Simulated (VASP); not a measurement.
Input of a VASP 6.6.1 run:

File INCAR:

```
  PREC = Accurate
  ENCUT = 520
  EDIFF = 1E-8
  ISMEAR = -1
  SIGMA = 0.05
  LREAL = False
  LASPH = True
  NELM = 100
  ALGO = Normal
  ISIF = 2
  LWAVE = False
  LCHARG = False
  GGA = PE
  LEFG = True
  NBANDS = 48
```

File KPOINTS:

```
regular mesh
0
Gamma
  9 9 2
```

File POSCAR:

```
InSe
1.0
    4.0417341675      0.0000000000      0.0000000000
   -2.0208670837      3.5002444644      0.0000000000
    0.0000000000      0.0000000000     17.4284434000
In Se
4 4
Direct
    0.3333333333      0.6666666667      0.3303039600
    0.6666666667      0.3333333333      0.8303039600
    0.6666666667      0.3333333333      0.6696960400
    0.3333333333      0.6666666667      0.1696960400
    0.3333333333      0.6666666667      0.5973247600
    0.6666666667      0.3333333333      0.0973247600
    0.6666666667      0.3333333333      0.4026752400
    0.3333333333      0.6666666667      0.9026752400
```

Potentials or basis: VASP PAW PBE potentials, release 64 (In_d, Se).

Run with:

```console
$ cat potpaw_PBE.64/In_d/POTCAR potpaw_PBE.64/Se/POTCAR > POTCAR
$ mpirun -np 1 vasp_std > vasp.out
```

Task: Estimate the band gap on the k mesh.

Result: 0.52 eV.

Task: What does it give for the pressure?

Result: 1.6 GPa.

Task: Estimate the largest force.

Result: 0.213 eV/Å.

Electric field gradients, principal values (V/Å²):
| atom | least | middle | greatest (by size) |
| --- | --- | --- | --- |
| 1 In | 53.128 | 53.129 | -106.257 |
| 2 In | 53.128 | 53.129 | -106.257 |
| 3 In | 53.128 | 53.129 | -106.257 |
| 4 In | 53.128 | 53.129 | -106.257 |
| 5 Se | 38.556 | 38.556 | -77.112 |
| 6 Se | 38.556 | 38.556 | -77.112 |
| 7 Se | 38.556 | 38.556 | -77.112 |
| 8 Se | 38.556 | 38.556 | -77.112 |

Caveat: without QUAD_EFG the Cq values of the log hold for a quadrupole moment of 1 mb, not for the nuclei; spin-orbit coupling is left out, which moves the levels of the heavy elements; this functional lacks dispersion, which binds the layers, so the pressure and a relaxed spacing across them are unreliable.
